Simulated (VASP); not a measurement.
# Sn (Immm) in VASP: notebook

Runs on Sn. Level: PBE0. Tasks: single point.

Everything below comes from runs of VASP 6.6.1. Logs are shortened: lines on timing, memory, paths and dates and some standing lists are left out, and cuts for length are marked.

### Step 1. The cell of the first run

It takes space group Immm (No. 71, orthorhombic). The conventional cell has a = 3.521 Å, b = 3.621 Å, c = 4.768 Å, α = 90.00°, β = 90.00°, γ = 90.00°. Sn (site symmetry mmm) has 14 Sn at 3.47 to 4.77 Å within 4.8 Å.

### Step 2. Single point, PBE0

The input, POSCAR:

```
Sn
1.0
   -1.7604013028      1.8103704880      2.3842034864
    1.7604013028     -1.8103704880      2.3842034864
    1.7604013028      1.8103704880     -2.3842034864
Sn
1
Direct
    0.0000000000      0.0000000000      0.0000000000
```

The input, INCAR.step1:

```
SYSTEM = Sn
PREC = Accurate
ENCUT = 520
EDIFF = 1E-5
ISMEAR = -1
SIGMA = 0.05
LREAL = .FALSE.
LASPH = .TRUE.
NELM = 100
ALGO = Normal
ISIF = 2
LWAVE = .TRUE.
LCHARG = .FALSE.
GGA = PE
NBANDS = 13
```

The input, INCAR.step2:

```
SYSTEM = Sn
PREC = Accurate
ENCUT = 520
EDIFF = 1E-7
ISMEAR = -1
SIGMA = 0.05
LREAL = .FALSE.
LASPH = .TRUE.
NELM = 100
ALGO = Normal
ISIF = 2
LWAVE = .FALSE.
LCHARG = .FALSE.
GGA = PE
LHFCALC = .TRUE.
AEXX = 0.25
PRECFOCK = Normal
ISTART = 1
NBANDS = 13
```

The input, KPOINTS:

```
Automatic mesh
0
G
  6 6 6
  0 0 0
```

Potentials or basis: VASP PAW PBE potentials, release 64 (Sn_d).

Command:

```console
$ cat potpaw_PBE.64/Sn_d/POTCAR > POTCAR
$ cp INCAR.step1 INCAR
$ mpirun -np 1 vasp_std > vasp.out
$ cp INCAR.step2 INCAR
$ mpirun -np 1 vasp_std > vasp.out
```

OUTCAR:

```text
SYSTEM = Sn
   PREC = Accurate
   ENCUT = 520
   EDIFF = 1E-7
   ISMEAR = -1
   LREAL = .FALSE.
   LASPH = .TRUE.
   NELM = 100
   ISIF = 2
   GGA = PE
   LHFCALC = .TRUE.
   AEXX = 0.25
   PRECFOCK = Normal
   ISTART = 1

 ion  position               nearest neighbor table
   1  0.000  0.000  0.000-

  LATTYP: Found a body centered orthorhombic cell.
 ALAT       =     3.5208026056
 B/A-ratio  =     1.0283851103
 C/A-ratio  =     1.3543522620

  Lattice vectors:

 A1 = (  -1.7604013028,   1.8103704880,   2.3842034864)
 A2 = (   1.7604013028,  -1.8103704880,   2.3842034864)
 A3 = (   1.7604013028,   1.8103704880,  -2.3842034864)

Analysis of symmetry for initial positions (statically):
=====================================================================
 Subroutine PRICEL returns:
 Original cell was already a primitive cell.

 Routine SETGRP: Setting up the symmetry group for a
 body centered orthorhombic supercell.

 Subroutine GETGRP returns: Found  8 space group operations
 (whereof  8 operations were pure point group operations)
 out of a pool of  8 trial point group operations.

The static configuration has the point symmetry D_2h.

Analysis of symmetry for dynamics (positions and initial velocities):
=====================================================================
 Subroutine PRICEL returns:
 Original cell was already a primitive cell.

 Routine SETGRP: Setting up the symmetry group for a
 body centered orthorhombic supercell.

 Subroutine GETGRP returns: Found  8 space group operations
 (whereof  8 operations were pure point group operations)
 out of a pool of  8 trial point group operations.

The dynamic configuration has the point symmetry D_2h.

 Subroutine INISYM returns: Found  8 space group operations
 (whereof  8 operations are pure point group operations),
 and found     1 'primitive' translations

----------------------------------------------------------------------------------------

                                     Primitive cell

  volume of cell :      30.3936

  direct lattice vectors                    reciprocal lattice vectors
    -1.760401303  1.810370488  2.384203486     0.000000000  0.276186561  0.209713644
     1.760401303 -1.810370488  2.384203486     0.284026147  0.000000000  0.209713644
     1.760401303  1.810370488 -2.384203486     0.284026147  0.276186561  0.000000000

  length of vectors
     3.472877815  3.472877815  3.472877815     0.346783548  0.353059010  0.396168991

  position of ions in fractional coordinates (direct lattice)
     0.000000000  0.000000000  0.000000000

  ion indices of the primitive-cell ions
   primitive index   ion index
                 1           1

----------------------------------------------------------------------------------------

 KPOINTS: Automatic mesh

Automatic generation of k-mesh.
 Grid dimensions read from file:
 generate k-points for:    6    6    6

 Generating k-lattice:

  Cartesian coordinates                     Fractional coordinates (reciprocal lattice)
     0.000000000  0.046031094  0.034952274     0.166666667 -0.000000000  0.000000000
     0.047337691  0.000000000  0.034952274    -0.000000000  0.166666667  0.000000000
     0.047337691  0.046031094  0.000000000     0.000000000  0.000000000  0.166666667

  Length of vectors
     0.057797258  0.058843168  0.066028165

  Shift w.r.t. Gamma in fractional coordinates (k-lattice)
     0.000000000  0.000000000  0.000000000

 Subroutine IBZKPT returns following result:
 ===========================================

 Found     46 irreducible k-points:

 Following reciprocal coordinates:
            Coordinates               Weight
  0.000000  0.000000  0.000000      1.000000
  0.166667 -0.000000  0.000000      4.000000
  0.333333  0.000000  0.000000      4.000000
  0.500000 -0.000000  0.000000      2.000000
 -0.000000  0.166667  0.000000      4.000000
  0.166667  0.166667  0.000000      8.000000
[... 16 lines left out ...]
 -0.166667  0.166667  0.166667      2.000000
  0.166667  0.333333  0.166667      4.000000
 [... further k-points ...]
   k-points           NKPTS =     46   k-points in BZ     NKDIM =    216   number of bands    NBANDS=     13
   number of dos      NEDOS =    301   number of ions     NIONS =      1
   total plane-waves  NPLWV =  21952
   dimension x,y,z NGX =    28 NGY =   28 NGZ =   28
   dimension x,y,z NGXF=    56 NGYF=   56 NGZF=   56
   ions per type =               1
   NGX,Y,Z   is equivalent  to a cutoff of  13.40, 13.40, 13.40 a.u.
   NGXF,Y,Z  is equivalent  to a cutoff of  26.81, 26.81, 26.81 a.u.
 SYSTEM =  Sn
   PREC   = accura    normal or accurate (medium, high low for compatibility)
   ISTART =      1    job   : 0-new  1-cont  2-samecut
   ICHARG =      0    charge: 1-file 2-atom 10-const
   ISPIN  =      1    spin polarized calculation?
   LNONCOLLINEAR =      F non collinear calculations
   LSORBIT =      F    spin-orbit coupling
   LASPH  =      T    aspherical Exc in radial PAW
[... 69 lines left out ...]
      3     -17.4412      2.00000
      4     -17.4164      2.00000
      5     -17.3857      2.00000
      6      -5.3160      2.00000
      7      14.5916      0.00000
      8      14.7396      0.00000
      9      15.1472      0.00000
     10      18.4426      0.00000
     11      18.6976      0.00000
     12      19.2006      0.00000
     13      19.3796      0.00000

 k-point     2 :       0.1667   -0.0000    0.0000
  band No.  band energies     occupation
      1     -17.4612      2.00000
      2     -17.4491      2.00000
      3     -17.4388      2.00000
      4     -17.4074      2.00000
      5     -17.3860      2.00000
      6      -4.7449      2.00000
      7      10.5816      0.00000
      8      14.2754      0.00000
      9      14.3031      0.00000
     10      17.3292      0.00000
     11      19.7654      0.00000
     12      19.8579      0.00000
     13      20.6898      0.00000

 k-point     3 :       0.3333    0.0000    0.0000
  band No.  band energies     occupation
      1     -17.4559      2.00000
      2     -17.4536      2.00000
      3     -17.4398      2.00000
      4     -17.3699      2.00000
      5     -17.3637      2.00000
      6      -3.0569      2.00000
      7       4.9161      2.00000
      8      13.2091      0.00000
      9      13.7406      0.00000
     10      17.0111      0.00000
     11      18.3668      0.00000
     12      18.4395      0.00000
     13      19.7969      0.00000

 k-point     4 :       0.5000   -0.0000    0.0000
  band No.  band energies     occupation
      1     -17.4592      2.00000
      2     -17.4576      2.00000
      3     -17.4428      2.00000
      4     -17.3555      2.00000
      5     -17.3383      2.00000
      6      -1.1464      2.00000
      7       1.6925      2.00000
      8      12.7834      0.00000
      9      13.5494      0.00000
     10      17.1070      0.00000
     11      17.7868      0.00000
     12      17.8577      0.00000
     13      18.7110      0.00000

 k-point     5 :      -0.0000    0.1667    0.0000
  band No.  band energies     occupation
      1     -17.4575      2.00000
      2     -17.4553      2.00000
      3     -17.4287      2.00000
      4     -17.4098      2.00000
      5     -17.3888      2.00000
      6      -4.7190      2.00000
      7      11.0314      0.00000
      8      13.7640      0.00000
      9      14.2685      0.00000
     10      17.1077      0.00000
     11      19.4415      0.00000
     12      20.0808      0.00000
     13      20.7519      0.00000
[... 257 lines left out ...]
 k-point    22 :       0.3333    0.1667    0.1667
  band No.  band energies     occupation
      1     -17.4567      2.00000
      2     -17.4305      2.00000
      3     -17.3959      2.00000
      4     -17.3868      2.00000
      5     -17.3576      2.00000
      6       0.1611      2.00000
      7       3.4045      2.00000
      8       6.3577      1.99999
      9       8.9493      0.00000
     10      17.7016      0.00000
     11      19.6285      0.00000
     12      22.5433      0.00000
     13      23.0893      0.00000

 k-point    23 :      -0.1667    0.1667    0.1667
  band No.  band energies     occupation
      1     -17.4532      2.00000
      2     -17.4316      2.00000
      3     -17.4228      2.00000
      4     -17.4207      2.00000
      5     -17.3705      2.00000
      6      -3.7687      2.00000
      7       9.4500      0.00000
      8      10.3243      0.00000
      9      13.7667      0.00000
     10      17.1941      0.00000
     11      18.3751      0.00000
     12      19.1141      0.00000
     13      19.7556      0.00000

 k-point    24 :       0.1667    0.3333    0.1667
  band No.  band energies     occupation
      1     -17.4588      2.00000
      2     -17.4348      2.00000
      3     -17.3930      2.00000
      4     -17.3886      2.00000
      5     -17.3499      2.00000
      6       0.3033      2.00000
      7       3.3647      2.00000
      8       6.4063      1.99998
      9       8.7319      0.00000
     10      17.7869      0.00000
     11      19.7129      0.00000
     12      22.3959      0.00000
     13      22.9246      0.00000

 [... further k-points ...]

------------------------ aborting loop because EDIFF is reached ----------------------------------------

  FORCE on cell =-STRESS in cart. coord.  units (eV):
  Direction    XX          YY          ZZ          XY          YZ          ZX
  --------------------------------------------------------------------------------------
  -------------------------------------------------------------------------------------
  Total       -0.9454531     -0.2858344     -0.8874208      0.0000000      0.0000000      0.0000000
  in kB      -49.8388606    -15.0675476    -46.7797303      0.0000000      0.0000000      0.0000000
  external PRESSURE =     -37.2287128 kB  Pullay stress =       0.0000000 kB

 VOLUME and BASIS-vectors are now :
 -----------------------------------------------------------------------------
  energy-cutoff  :      520.00
  volume of cell :       30.39
      direct lattice vectors                 reciprocal lattice vectors
    -1.760401303  1.810370488  2.384203486     0.000000000  0.276186561  0.209713644
     1.760401303 -1.810370488  2.384203486     0.284026147  0.000000000  0.209713644
     1.760401303  1.810370488 -2.384203486     0.284026147  0.276186561  0.000000000

 POSITION                                       TOTAL-FORCE (eV/Angst)
 -----------------------------------------------------------------------------------
      0.00000      0.00000      0.00000         0.000000      0.000000     -0.000000
 -----------------------------------------------------------------------------------
    total drift:                                0.000000     -0.000000      0.000000

  FREE ENERGIE OF THE ION-ELECTRON SYSTEM (eV)
  ---------------------------------------------------
  free  energy   TOTEN  =        -4.6778302869 eV

  energy  without entropy=       -4.6752695710  energy(sigma->0) =       -4.67654993
```

It took 72 min on 1 thread of Oxide Virtual Turin-like, shared host; peak memory 0.15 GiB.

Results:

* Free energy: -4.6778 eV
* Pressure: -3.7 GPa
* Band gap on the k mesh: zero (bands 7 and 8 overlap by 10.13 eV)

Stress tensor (GPa, compression positive):
```
-4.98  0.00  0.00
 0.00 -1.51  0.00
 0.00  0.00 -4.68
```

Levels at points of the mesh, in eV from the Fermi level:
| k point | band 5 | band 6 | band 7 | band 8 | band 9 | band 10 |
| --- | --- | --- | --- | --- | --- | --- |
| (0.00, 0.00, 0.00) | -24.37 | -12.30 | 7.61 | 7.76 | 8.17 | 11.46 |
| (0.50, 0.00, 0.00) | -24.32 | -8.13 | -5.29 | 5.80 | 6.57 | 10.13 |
| (0.00, 0.50, 0.00) | -24.32 | -7.84 | -5.19 | 5.36 | 6.26 | 9.63 |
| (0.50, 0.50, 0.00) | -24.30 | -6.36 | -4.39 | 2.47 | 2.90 | 5.97 |
| (0.50, 0.50, 0.50) | -24.31 | -5.50 | -3.82 | 1.55 | 2.28 | 5.05 |

Caveat: the k points lie up to 0.37 Å⁻¹ apart, too coarse for converged energies and pressures of a metal; the PAW data sets were made with another functional, which shifts forces and pressure a little; spin-orbit coupling is left out, which moves the levels of the heavy elements.

### Step 3. Single point, PBE0

This run uses another cell than the first one, of 28.67 Å³/atom.

The input, POSCAR:

```
Sn
1.0
   -1.7265390000      1.7755470000      2.3383420000
    1.7265390000     -1.7755470000      2.3383420000
    1.7265390000      1.7755470000     -2.3383420000
Sn
1
Direct
    0.0000000000      0.0000000000      0.0000000000
```

The input, INCAR.step1:

```
SYSTEM = Sn
ALGO = Normal ; EDIFF = 1E-5
ENCUT = 520 ; GGA = PE
ISIF = 2 ; ISMEAR = -1
LASPH = .TRUE. ; LCHARG = .FALSE.
LREAL = .FALSE. ; LWAVE = .TRUE.
NBANDS = 13 ; NELM = 60
PREC = Accurate ; SIGMA = 0.05
```

The input, INCAR.step2:

```
SYSTEM = Sn
AEXX = 0.25 ; ALGO = Normal
EDIFF = 1E-7 ; ENCUT = 520
GGA = PE ; ISIF = 2
ISMEAR = -1 ; ISTART = 1
LASPH = .TRUE. ; LCHARG = .FALSE.
LHFCALC = .TRUE. ; LREAL = .FALSE.
LWAVE = .FALSE. ; NBANDS = 13
NELM = 60 ; PREC = Accurate
PRECFOCK = Normal ; SIGMA = 0.05
```

The input, KPOINTS:

```
k-points
0
G
  6 6 6
  0 0 0
```

Potentials or basis: VASP PAW PBE potentials, release 64 (Sn_d).

Command:

```console
$ cat potpaw_PBE.64/Sn_d/POTCAR > POTCAR
$ cp INCAR.step1 INCAR
$ mpirun -np 1 vasp_std > vasp.out
$ cp INCAR.step2 INCAR
$ mpirun -np 1 vasp_std > vasp.out
```

Wall time 1.6 h (1 thread of Oxide Virtual Turin-like, shared host); peak memory 0.16 GiB.

Results (log left out):

| Item | Value |
| --- | --- |
| Free energy | -4.7046 eV |
| Pressure | -1.5 GPa |
| Band gap on the k mesh | zero (bands 7 and 8 overlap by 10.74 eV) |

Stress tensor (GPa, compression positive):
```
-4.26  0.00  0.00
 0.00  2.31  0.00
 0.00  0.00 -2.57
```

Levels at points of the mesh, in eV from the Fermi level:
```csv
k point,band 3,band 4,band 5,band 6,band 7,band 8,band 9,band 10,band 11,band 12
"(0.00, 0.00, 0.00)",-24.36,-24.33,-24.29,-12.65,8.14,8.30,8.76,11.64,12.13,12.66
"(0.50, 0.00, 0.00)",-24.36,-24.26,-24.23,-8.16,-5.55,6.21,7.02,10.68,11.06,11.16
"(0.00, 0.50, 0.00)",-24.35,-24.24,-24.24,-7.85,-5.44,5.73,6.68,10.15,10.57,11.02
"(0.50, 0.50, 0.00)",-24.25,-24.24,-24.22,-6.24,-4.59,2.62,3.05,6.23,6.54,20.53
"(0.50, 0.50, 0.50)",-24.25,-24.22,-24.22,-5.29,-3.97,1.64,2.44,5.22,6.10,20.63
```

Caveat: the k points lie up to 0.38 Å⁻¹ apart, too coarse for converged energies and pressures of a metal; the PAW data sets were made with another functional, which shifts forces and pressure a little; spin-orbit coupling is left out, which moves the levels of the heavy elements.

### Step 4. Single point, PBE0

This run uses another cell than the first one, of 29.82 Å³/atom.

The input, POSCAR:

```
Sn
1.0
   -1.7492592239      1.7989121400      2.3691131866
    1.7492592239     -1.7989121400      2.3691131866
    1.7492592239      1.7989121400     -2.3691131866
Sn
1
Direct
    0.0000000000      0.0000000000      0.0000000000
```

The input, INCAR.step1:

```
SYSTEM = Sn
ALGO = Normal ; EDIFF = 1E-5
ENCUT = 520 ; GGA = PE
ISIF = 2 ; ISMEAR = -1
LASPH = .True. ; LREAL = .False.
LWAVE = .True. ; NBANDS = 13
NELM = 100 ; PREC = Accurate
SIGMA = 0.05
```

The input, INCAR.step2:

```
SYSTEM = Sn
AEXX = 0.25 ; ALGO = Normal
EDIFF = 1E-7 ; ENCUT = 520
GGA = PE ; ISIF = 2
ISMEAR = -1 ; ISTART = 1
LASPH = .True. ; LCHARG = .True.
LELF = .True. ; LHFCALC = .True.
LREAL = .False. ; LVHAR = .True.
LWAVE = .False. ; NBANDS = 13
NELM = 100 ; PREC = Accurate
PRECFOCK = Normal ; SIGMA = 0.05
```

The input, KPOINTS:

```
k-points
0
Gamma
  6 6 6
  0 0 0
```

Command:

```console
$ cat potpaw_PBE.64/Sn_d/POTCAR > POTCAR
$ cp INCAR.step1 INCAR
$ mpirun -np 1 vasp_std > vasp.out
$ cp INCAR.step2 INCAR
$ mpirun -np 1 vasp_std > vasp.out
```

Run time: 1.5 h. Hardware: 1 thread of Oxide Virtual Turin-like, shared host; peak memory 0.15 GiB.

The run converged. Its results:

```yaml
Free_energy: -4.6896 eV
Pressure: -3.0 GPa
Band_gap_on_the_k_mesh: zero (bands 7 and 8 overlap by 10.33 eV)
```

Stress tensor (GPa, compression positive):
```
-4.29  0.00  0.00
 0.00 -0.59  0.00
 0.00  0.00 -4.08
```

Levels at points of the mesh, in eV from the Fermi level:
```tsv
k point	band 5	band 6	band 7	band 8	band 9	band 10
(0.00, 0.00, 0.00)	-24.34	-12.41	7.78	7.93	8.35	11.52
(0.50, 0.00, 0.00)	-24.29	-8.14	-5.37	5.93	6.71	10.30
(0.00, 0.50, 0.00)	-24.29	-7.85	-5.27	5.48	6.40	9.80
(0.50, 0.50, 0.00)	-24.27	-6.32	-4.45	2.52	2.95	6.06
(0.50, 0.50, 0.50)	-24.28	-5.44	-3.87	1.58	2.33	5.10
```

Caveat: the k points lie up to 0.37 Å⁻¹ apart, too coarse for converged energies and pressures of a metal; the PAW data sets were made with another functional, which shifts forces and pressure a little; spin-orbit coupling is left out, which moves the levels of the heavy elements.

### Step 5. Overview

```csv
cell,gap on the mesh (eV),pressure (GPa)
"a = 3.473 Å, angles 119.1, 117.2, 93.3°, 1 atom",none,-3.7
"a = 3.406 Å, angles 119.1, 117.2, 93.3°, 1 atom",none,-1.5
"a = 3.451 Å, angles 119.1, 117.2, 93.3°, 1 atom",none,-3.0
```

Alike in all rows: task single point; level PBE0; potentials or basis VASP PAW PBE potentials, release 64 (Sn_d); no spin polarisation; k mesh 6 × 6 × 6; cutoff (eV) 520; smearing fermi-dirac 0.05 eV.

Caveats: all runs use coarse meshes; the PAW data sets were made with another functional, which shifts forces and pressure a little; spin-orbit coupling is left out, which moves the levels of the heavy elements.

Absolute energies hang on the potentials; compare differences alone.
